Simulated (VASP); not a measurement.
Here is a VASP 6.6.1 calculation.

Contents of INCAR:

```
  PREC = Accurate
  ENCUT = 520
  EDIFF = 1E-6
  ISMEAR = 0
  SIGMA = 0.15
  LREAL = F
  LASPH = T
  NELM = 60
  ALGO = Fast
  ISIF = 2
  LWAVE = F
  LCHARG = T
  GGA = PE
  LELF = T
  LVHAR = T
  NBANDS = 13
```

Contents of KPOINTS:

```
Automatic mesh
0
Gamma
  20 20 20
```

POSCAR

```
W
1.0
    0.0000000000      1.9691000000      1.9691000000
    1.9691000000      0.0000000000      1.9691000000
    1.9691000000      1.9691000000      0.0000000000
W
1
Direct
    0.0000000000      0.0000000000      0.0000000000
```

Potentials or basis: VASP PAW PBE potentials, release 64 (W_sv).

Command:

```console
$ cat potpaw_PBE.64/W_sv/POTCAR > POTCAR
$ mpirun -np 1 vasp_std > vasp.out
```

Question: Estimate the band gap on the k mesh.

Answer: Zero (bands 7 and 8 overlap by 4.14 eV).

Question: Predict the pressure.

Answer: 25.1 GPa.

Caveat: the cell differs from its parent crystal (strain -0.030 along x and y, -0.030 along z); the cell stands under pressure; spin-orbit coupling is left out, which moves the levels of the heavy elements.
